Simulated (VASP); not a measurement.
Input of a VASP 6.6.1 run:

The input INCAR:

```
  PREC = Accurate
  ENCUT = 520
  EDIFF = 1E-6
  ISMEAR = 0
  SIGMA = 0.05
  LREAL = False
  LASPH = True
  NELM = 200
  ALGO = Normal
  ISIF = 2
  LWAVE = False
  LCHARG = True
  ISPIN = 2
  MAGMOM = 0 0 0 0 0 0 0 0 1
  LORBIT = 11
  LDIPOL = True
  IDIPOL = 3
  DIPOL = 0.5 0.5 0.485
  GGA = PS
  LELF = True
  LVHAR = True
  LVACPOTAV = True
  NBANDS = 30
  GGA_COMPAT = False
  NELMDL = -8
```

KPOINTS

```
regular mesh
0
Gamma
  9 9 1
```

The input POSCAR:

```
Si4HC4
1.0
    3.0806203182      0.0000000000      0.0000000000
    0.0000000000      3.0806203182      0.0000000000
    0.0000000000      0.0000000000     26.6241463104
C Si H
4 4 1
Direct
    0.0000000000      0.5000000000      0.3192590629
    0.5000000000      0.0000000000      0.4010768042
    0.0000000000      0.5000000000      0.4838856422
    0.5000000000      0.0000000000      0.5658213545
    0.5000000000      0.5000000000      0.3601679335
    0.0000000000      0.0000000000      0.4419856749
    0.5000000000      0.5000000000      0.5239497991
    0.0000000000      0.0000000000      0.6042149103
    0.0000000000      0.0000000000      0.6601916730
```

Potentials or basis: VASP PAW PBE potentials, release 64 (C, Si, H).

Launch:

```bash
$ cat potpaw_PBE.64/C/POTCAR potpaw_PBE.64/Si/POTCAR potpaw_PBE.64/H/POTCAR > POTCAR
$ mpirun -np 1 vasp_std > vasp.out
```

Question: Predict the net moment.

Answer: -0.79 μB per cell.

Question: Predict the site moments.

Answer: C -0.35, -0.04, -0.00; Si -0.02, -0.01, -0.00, +0.00; H +0.00 μB.

Question: Predict the largest force.

Answer: 2.447 eV/Å.

Forces in eV/Å, atoms in the order of the input:
```
C    0.000  0.000  2.088
C    0.000  0.000  0.755
C    0.000  0.000 -0.017
C    0.000  0.000 -0.003
Si   0.000  0.000 -2.447
Si   0.000  0.000 -0.407
Si   0.000  0.000  0.012
Si   0.000  0.000  0.018
H    0.000  0.000  0.001
```

Caveat: the PAW data sets were made with another functional, which shifts forces and pressure a little.
